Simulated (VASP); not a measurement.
Br, 1 atom in the cell. The structure is cubic, space group Im-3m (No. 229). Conventional cell: a = 3.766 Å, b = 3.766 Å, c = 3.766 Å, α = 90.00°, β = 90.00°, γ = 90.00°. Within 4.3 Å of Br (site symmetry m-3m) lie 14 Br at 3.26 to 3.77 Å. 

| Quantity | Value |
| --- | --- |
| Program | VASP 6.6.1 |
| Task | single point |
| Functional | PBE |
| Potentials or basis | VASP PAW PBE potentials, release 64 (Br) |
| Cutoff | 500 eV |
| k mesh | 15 × 15 × 15 |
| Occupations | fermi-dirac, width 0.05 eV |
| Spin | no spin polarisation |
| Dipole correction | no |
| Further INCAR settings | ALGO = Normal; EDIFF = 1e-06; NBANDS = 10 |

Potentials or basis: VASP PAW PBE potentials, release 64 (Br).

Launch:

```console
$ cat potpaw_PBE.64/Br/POTCAR > POTCAR
$ mpirun -np 1 vasp_std > vasp.out
```

Hardware: 1 thread of Intel(R) Xeon(R) Platinum 8375C CPU @ 2.90GHz (Ice Lake), on a shared host.

Problem. Estimate the wall time of this run.

Solution. Run time: 8.6 s on 1 thread of Intel(R) Xeon(R) Platinum 8375C CPU @ 2.90GHz (Ice Lake) (shared host), peak memory 0.15 GiB. Counts: scf iterations 10, k points 120.
